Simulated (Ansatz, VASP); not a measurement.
## InSb in VASP and in Ansatz

```
In Sb
1.0
     0.00000    3.31661    3.31661
     3.31661    0.00000    3.31661
     3.31661    3.31661    0.00000
In Sb
1 1
Direct
  0.00000 0.00000 0.00000
  0.25000 0.25000 0.25000
```

Alike in both runs: task relaxation of cell and atoms; functional PBE; k mesh 12 × 12 × 12; occupations gaussian, width 0.1 eV; no spin polarisation.

|  | VASP | Ansatz |
| --- | --- | --- |
| version | VASP 6.6.1 | Ansatz 0.2.0 |
| potentials or method | VASP PAW PBE potentials, release 64 (In_d, Sb), cutoff 600 eV | scalar-relativistic, plane waves, PAW |
| valence electrons in the cell | 18 | 28 |

Ansatz gave:

* gap on the k mesh at the Fermi level, each at its own relaxed structure (eV): none
* relaxed volume (Å³/atom): 36.48
* relaxed cell length with the largest relative difference (Å): 4.690

Q: Estimate VASP's values.

A: gap on the k mesh at the Fermi level, each at its own relaxed structure (eV): none; relaxed volume (Å³/atom): 36.52; relaxed cell length with the largest relative difference (Å): 4.692.

A gap of «none» marks a metal or a gap that the smearing closes. VASP's potentials hold 18 valence electrons a cell and Ansatz's 28, so a difference there can come from the potentials and not from the codes.

Spin-orbit coupling is off throughout.
